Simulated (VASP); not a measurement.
# Ti12S in VASP: further runs

The runs below take Ti12S through single point, with PBE.

Everything below comes from runs of VASP 6.6.1. Logs are shortened: lines on timing, memory, paths and dates and some standing lists are left out, and cuts for length are marked.

### 1 The cell of the first run

The cell holds a slab with vacuum, 13 atoms: a = 5.815 Å, b = 5.815 Å, c = 19.994 Å, α = 90.00°, β = 90.00°, γ = 120.00°.

### 2 Single point, PBE

Input file INCAR:

```
PREC = Accurate
ENCUT = 520
EDIFF = 1E-6
ISMEAR = 0
SIGMA = 0.1
LREAL = F
LASPH = T
NELM = 80
ALGO = Normal
ISIF = 2
LWAVE = F
LCHARG = F
LDIPOL = T
IDIPOL = 3
DIPOL = 0.5 0.5 0.329
GGA = PE
NBANDS = 87
```

Input file KPOINTS:

```
regular mesh
0
Gamma
  6 6 1
```

Input file POSCAR:

```
Ti12S
1.0
    5.8150893850      0.0000000000      0.0000000000
   -2.9075446925      5.0360151327      0.0000000000
    0.0000000000      0.0000000000     19.9935258820
Ti S
12 1
Direct
    0.3333333333      0.1666666667      0.2000647621
    0.3333333333      0.6666666667      0.2000647621
    0.8333333333      0.1666666667      0.2000647621
    0.8333333333      0.6666666667      0.2000647621
    0.1666666667      0.3333333333      0.3124429305
    0.1666666667      0.8333333333      0.3124429305
    0.6666666667      0.3333333333      0.3124429305
    0.6666666667      0.8333333333      0.3124429305
    0.0000000000      0.0000000000      0.4248138088
    0.0000000000      0.5000000000      0.4248138088
    0.5000000000      0.0000000000      0.4248138088
    0.5000000000      0.5000000000      0.4248138088
    0.0000000000      0.0000000000      0.5328195736
```

Potentials or basis: VASP PAW PBE potentials, release 64 (Ti_sv, S).

Launch:

```
> cat potpaw_PBE.64/Ti_sv/POTCAR potpaw_PBE.64/S/POTCAR > POTCAR
> mpirun -np 1 vasp_std > vasp.out
```

OUTCAR:

```text
PREC = Accurate
   ENCUT = 520
   EDIFF = 1E-6
   ISMEAR = 0
   LREAL = F
   LASPH = T
   NELM = 80
   ISIF = 2
   GGA = PE

 ion  position               nearest neighbor table
   1  0.333  0.167  0.200-   5 2.80   7 2.80   6 2.80   3 2.91   3 2.91   2 2.91   2 2.91   4 2.91
                             4 2.91
   2  0.333  0.667  0.200-   6 2.80   8 2.80   5 2.80   4 2.91   4 2.91   3 2.91   1 2.91   1 2.91
                             3 2.91
   3  0.833  0.167  0.200-   7 2.80   5 2.80   8 2.80   1 2.91   1 2.91   2 2.91   4 2.91   4 2.91
                             2 2.91
   4  0.833  0.667  0.200-   8 2.80   6 2.80   7 2.80   2 2.91   2 2.91   1 2.91   3 2.91   3 2.91
                             1 2.91
   5  0.167  0.333  0.312-  12 2.80   9 2.80  10 2.80   1 2.80   3 2.80   2 2.80   7 2.91   7 2.91
                             6 2.91   6 2.91   8 2.91   8 2.91
   6  0.167  0.833  0.312-  11 2.80  10 2.80   9 2.80   2 2.80   4 2.80   1 2.80   8 2.91   8 2.91
                             7 2.91   5 2.91   5 2.91   7 2.91
   7  0.667  0.333  0.312-  10 2.80  11 2.80  12 2.80   3 2.80   1 2.80   4 2.80   5 2.91   5 2.91
                             6 2.91   8 2.91   8 2.91   6 2.91
   8  0.667  0.833  0.312-   9 2.80  12 2.80  11 2.80   4 2.80   2 2.80   3 2.80   6 2.91   6 2.91
                             5 2.91   7 2.91   7 2.91   5 2.91
   9  0.000  0.000  0.425-  13 2.16   8 2.80   5 2.80   6 2.80  11 2.91  11 2.91  10 2.91  10 2.91
                            12 2.91  12 2.91
  10  0.000  0.500  0.425-   7 2.80   6 2.80   5 2.80  12 2.91  12 2.91   9 2.91   9 2.91  11 2.91
                            11 2.91
  11  0.500  0.000  0.425-   6 2.80   7 2.80   8 2.80   9 2.91   9 2.91  12 2.91  12 2.91  10 2.91
                            10 2.91
  12  0.500  0.500  0.425-   5 2.80   8 2.80   7 2.80  10 2.91  10 2.91  11 2.91  11 2.91   9 2.91
                             9 2.91
  13  0.000  0.000  0.533-   9 2.16

  LATTYP: Found a hexagonal cell.
 ALAT       =     5.8150893850
 C/A-ratio  =     3.4382147132

  Lattice vectors:

 A1 = (   5.8150893850,   0.0000000000,   0.0000000000)
 A2 = (  -2.9075446925,   5.0360151327,   0.0000000000)
 A3 = (   0.0000000000,   0.0000000000,  19.9935258820)

Analysis of symmetry for initial positions (statically):
=====================================================================
 Subroutine PRICEL returns:
 Original cell was already a primitive cell.

 Routine SETGRP: Setting up the symmetry group for a
 hexagonal supercell.

 Subroutine GETGRP returns: Found  6 space group operations
 (whereof  6 operations were pure point group operations)
 out of a pool of 24 trial point group operations.

The static configuration has the point symmetry C_3v.

Analysis of symmetry for dynamics (positions and initial velocities):
=====================================================================
 Subroutine PRICEL returns:
 Original cell was already a primitive cell.

 Routine SETGRP: Setting up the symmetry group for a
 hexagonal supercell.

 Subroutine GETGRP returns: Found  6 space group operations
 (whereof  6 operations were pure point group operations)
 out of a pool of 24 trial point group operations.

The dynamic configuration has the point symmetry C_3v.

 Subroutine INISYM returns: Found  6 space group operations
 (whereof  6 operations are pure point group operations),
 and found     1 'primitive' translations

----------------------------------------------------------------------------------------

                                     Primitive cell

  volume of cell :     585.5080

  direct lattice vectors                    reciprocal lattice vectors
     5.815089385  0.000000000  0.000000000     0.171966402  0.099284849  0.000000000
    -2.907544693  5.036015133  0.000000000     0.000000000  0.198569697  0.000000000
     0.000000000  0.000000000 19.993525882     0.000000000  0.000000000  0.050016191

  length of vectors
     5.815089385  5.815089385 19.993525882     0.198569697  0.198569697  0.050016191

  position of ions in fractional coordinates (direct lattice)
     0.333333333  0.166666667  0.200064762
     0.333333333  0.666666667  0.200064762
     0.833333333  0.166666667  0.200064762
     0.833333333  0.666666667  0.200064762
     0.166666667  0.333333333  0.312442930
     0.166666667  0.833333333  0.312442930
     0.666666667  0.333333333  0.312442930
     0.666666667  0.833333333  0.312442930
     0.000000000  0.000000000  0.424813809
     0.000000000  0.500000000  0.424813809
     0.500000000  0.000000000  0.424813809
     0.500000000  0.500000000  0.424813809
     0.000000000  0.000000000  0.532819574

  ion indices of the primitive-cell ions
   primitive index   ion index
                 1           1
                 2           2
                 3           3
                 4           4
                 5           5
                 6           6
                 7           7
                 8           8
                 9           9
                10          10
                11          11
                12          12
                13          13

----------------------------------------------------------------------------------------

 KPOINTS: regular mesh

Automatic generation of k-mesh.
 Grid dimensions read from file:
 generate k-points for:    6    6    1

 Generating k-lattice:

  Cartesian coordinates                     Fractional coordinates (reciprocal lattice)
     0.028661067  0.016547475  0.000000000     0.166666667 -0.000000000  0.000000000
     0.000000000  0.033094950  0.000000000     0.000000000  0.166666667  0.000000000
     0.000000000  0.000000000  0.050016191     0.000000000  0.000000000  1.000000000

  Length of vectors
     0.033094950  0.033094950  0.050016191

  Shift w.r.t. Gamma in fractional coordinates (k-lattice)
     0.000000000  0.000000000  0.000000000

 Subroutine IBZKPT returns following result:
 ===========================================

 Found      7 irreducible k-points:

 Following reciprocal coordinates:
            Coordinates               Weight
  0.000000  0.000000  0.000000      1.000000
  0.166667  0.000000  0.000000      6.000000
  0.333333  0.000000  0.000000      6.000000
  0.500000  0.000000  0.000000      3.000000
  0.166667  0.166667  0.000000      6.000000
  0.333333  0.166667  0.000000     12.000000
  0.333333  0.333333  0.000000      2.000000
   k-points           NKPTS =      7   k-points in BZ     NKDIM =      7   number of bands    NBANDS=     87
   number of dos      NEDOS =    301   number of ions     NIONS =     13
   total plane-waves  NPLWV = 345600
   dimension x,y,z NGX =    48 NGY =   48 NGZ =  150
   dimension x,y,z NGXF=    96 NGYF=   96 NGZF=  300
   ions per type =              12   1
   NGX,Y,Z   is equivalent  to a cutoff of  13.72, 13.72, 12.47 a.u.
   NGXF,Y,Z  is equivalent  to a cutoff of  27.45, 27.45, 24.94 a.u.
 SYSTEM =  unknown system
   PREC   = accura    normal or accurate (medium, high low for compatibility)
   ISTART =      0    job   : 0-new  1-cont  2-samecut
   ICHARG =      2    charge: 1-file 2-atom 10-const
   ISPIN  =      1    spin polarized calculation?
   LNONCOLLINEAR =      F non collinear calculations
   LSORBIT =      F    spin-orbit coupling
   LASPH  =      T    aspherical Exc in radial PAW
   ENCUT  =  520.0 eV  38.22 Ry    6.18 a.u.  10.81 10.81 37.17*2*pi/ulx,y,z
   NELM   =     80;   NELMIN=  2; NELMDL= -5     # of ELM steps
   EDIFF  = 0.1E-05   stopping-criterion for ELM
   LREAL  =      F    real-space projection
   EDIFFG = 0.1E-04   stopping-criterion for IOM
   NSW    =      0    number of steps for IOM
   IBRION =     -1    ionic relax: 0-MD 1-quasi-New 2-CG
   NFREE  =      0    steps in history (QN), initial steepest desc. (CG)
   ISIF   =      2    stress and relaxation
   ISYM   =      2    0-nonsym 1-usesym 2-fastsym
   POTIM  = 0.5000    time-step for ionic-motion
   TEBEG  =    0.0;   TEEND  =   0.0 temperature during run
   PSTRESS=    0.0 pullay stress
   NELECT =     150.0000    total number of electrons
   NUPDOWN=      -1.0000    fix difference up-down
   EMIN   =  10.00;   EMAX   =-10.00  energy-range for DOS
   EFERMI =   0.00;   METHOD = LEGACY
   ISMEAR =     0;   SIGMA  =   0.10  broadening in eV -4-tet -1-fermi 0-gaus
   EFERMI_NEDOS =   21; number of points for ismear=-14 and -15
   IALGO  =     38    algorithm
   IMIX   =      4    mixing-type and parameters
     AMIX     =   0.40;   BMIX     =  1.00
     AMIX_MAG =   1.60;   BMIX_MAG =  1.00
  volume/ion in A,a.u.               =      45.04       303.94
  Fermi-wavevector in a.u.,A,eV,Ry     =   1.039747  1.964837 14.708900  1.081074
  Thomas-Fermi vector in A             =   2.174291
   LORBIT       =      0    0 simple, 1 ext, 2 COOP (PROOUT), +10 PAW based schemes
   GGA     = PE    functional components
   LHFCALC =     F    Hartree Fock is set to
   AEXX    =    0.0000 exact exchange contribution
   IVDW    =     0    specifies the selected vdW correction
   LEPSILON=     F    determine dielectric tensor
   LRPA    =     F    only Hartree local field effects (RPA)
 non-spin polarized calculation
 Gauss-broadening in eV      SIGMA  =   0.10
  energy-cutoff  :      520.00
  volume of cell :      585.51
 maximum number of plane-waves:     15843
 NGX is ok and might be reduce to    48
   NGX = 21   NGY = 21   NGZ = 75

 dipolmoment           0.000000      0.000000     -0.003092 electrons x Angstroem

 number of electron     149.9999974 magnetization

 dipolmoment           0.000000      0.000000      0.074853 electrons x Angstroem

 Free energy of the ion-electron system (eV)
  ---------------------------------------------------
  ext. energy  EPLUGINS =         0.00000000
  ---------------------------------------------------
  free energy    TOTEN  =       -92.82219942 eV

  energy without entropy =      -92.70040324  energy(sigma->0) =      -92.76130133

 E-fermi :   0.3574     XC(G=0):  -5.3398

 val. band max:        0.3502816278   @ k =   0.3333   0.3333   0.0000
 cond. band min:       0.3719321416   @ k =   0.5000   0.0000   0.0000
 fundamental gap:      0.0216505139
 Fermi energy:         0.3574141992

 k-point     1 :       0.0000    0.0000    0.0000
  band No.  band energies     occupation
      1     -56.5868      2.00000
      2     -56.5190      2.00000
      3     -56.5190      2.00000
      4     -56.4728      2.00000
      5     -56.3914      2.00000
      6     -56.3818      2.00000
[... 79 lines left out ...]
     86       1.2534      0.00000
     87       1.3174      0.00000

 k-point     2 :       0.1667    0.0000    0.0000
  band No.  band energies     occupation
      1     -56.5824      2.00000
      2     -56.5228      2.00000
      3     -56.5190      2.00000
      4     -56.4671      2.00000
      5     -56.3943      2.00000
      6     -56.3849      2.00000
[... 439 lines left out ...]
     86       1.1984      0.00000
     87       1.2610      0.00000

 k-point     7 :       0.3333    0.3333    0.0000
  band No.  band energies     occupation
      1     -56.5511      2.00000
      2     -56.5510      2.00000
      3     -56.5203      2.00000
      4     -56.4254      2.00000
      5     -56.4150      2.00000
      6     -56.4148      2.00000
[... 79 lines left out ...]
     86       1.1280      0.00000
     87       1.4408      0.00000

------------------------ aborting loop because EDIFF is reached ----------------------------------------

 vacuum level on the upper side and lower side of the slab       (xc-potential included)         0.097        -0.329

  FORCE on cell =-STRESS in cart. coord.  units (eV):
  Direction    XX          YY          ZZ          XY          YZ          ZX
  --------------------------------------------------------------------------------------
  -------------------------------------------------------------------------------------
  Total       -1.7045235     -1.7045235      1.1443568      0.0000000      0.0000000     -0.0000000
  in kB       -4.6642387     -4.6642387      3.1314049      0.0000000      0.0000000     -0.0000000
  external PRESSURE =      -2.0656909 kB  Pullay stress =       0.0000000 kB

 VOLUME and BASIS-vectors are now :
 -----------------------------------------------------------------------------
  energy-cutoff  :      520.00
  volume of cell :      585.51
      direct lattice vectors                 reciprocal lattice vectors
     5.815089385  0.000000000  0.000000000     0.171966402  0.099284849  0.000000000
    -2.907544693  5.036015133  0.000000000     0.000000000  0.198569697  0.000000000
     0.000000000  0.000000000 19.993525882     0.000000000  0.000000000  0.050016191

 POSITION                                       TOTAL-FORCE (eV/Angst)
 -----------------------------------------------------------------------------------
      1.45377      0.83934      4.00000         0.021691      0.012524      0.074800
     -0.00000      3.35734      4.00000         0.000000      0.000000      0.148079
      4.36132      0.83934      4.00000        -0.021691      0.012524      0.074800
      2.90754      3.35734      4.00000         0.000000     -0.025047      0.074800
      0.00000      1.67867      6.24684         0.000000      0.298647     -0.439128
     -1.45377      4.19668      6.24684         0.258636     -0.149324     -0.439128
      2.90754      1.67867      6.24684         0.000000      0.000000      0.014888
      1.45377      4.19668      6.24684        -0.258636     -0.149324     -0.439128
      0.00000      0.00000      8.49353         0.000000      0.000000     -0.133916
     -1.45377      2.51801      8.49353         0.052350      0.030224      0.358961
      2.90754      0.00000      8.49353         0.000000     -0.060449      0.358961
      1.45377      2.51801      8.49353        -0.052350      0.030224      0.358961
      0.00000      0.00000     10.65294         0.000000      0.000000     -0.012948
 -----------------------------------------------------------------------------------
    total drift:                               -0.000000     -0.000000      0.000689

  FREE ENERGIE OF THE ION-ELECTRON SYSTEM (eV)
  ---------------------------------------------------
  free  energy   TOTEN  =       -92.8221994228 eV

  energy  without entropy=      -92.7004032368  energy(sigma->0) =      -92.76130133

 vacuum level on the upper side and lower side of the slab         5.289         4.838
```

Wall time 16 min (1 thread of Intel Xeon 6975P-C (Granite Rapids), shared host); peak memory 0.82 GiB.

What came out:

* Free energy: -92.8222 eV
* Largest force: 0.531 eV/Å
* Band gap on the k mesh: zero (bands 75 and 76 overlap by 0.65 eV)

Forces on the atoms (eV/Å):
```
Ti   0.022  0.013  0.075
Ti   0.000  0.000  0.148
Ti  -0.022  0.013  0.075
Ti   0.000 -0.025  0.075
Ti   0.000  0.299 -0.439
Ti   0.259 -0.149 -0.439
Ti   0.000  0.000  0.015
Ti  -0.259 -0.149 -0.439
Ti   0.000  0.000 -0.134
Ti   0.052  0.030  0.359
Ti   0.000 -0.060  0.359
Ti  -0.052  0.030  0.359
S    0.000  0.000 -0.013
```

Levels at points of the mesh, in eV from the Fermi level:
```
           k point  band 72  band 73  band 74  band 75  band 76  band 77
(0.00, 0.00, 0.00)     0.25     0.38     0.47     0.47     0.65     0.65
(0.50, 0.00, 0.00)    -0.42    -0.40    -0.33    -0.23    -0.07    -0.06
```

[end of part 1 of 2]

The gap in the log of VASP goes by the Fermi energy; the results here count the filled bands.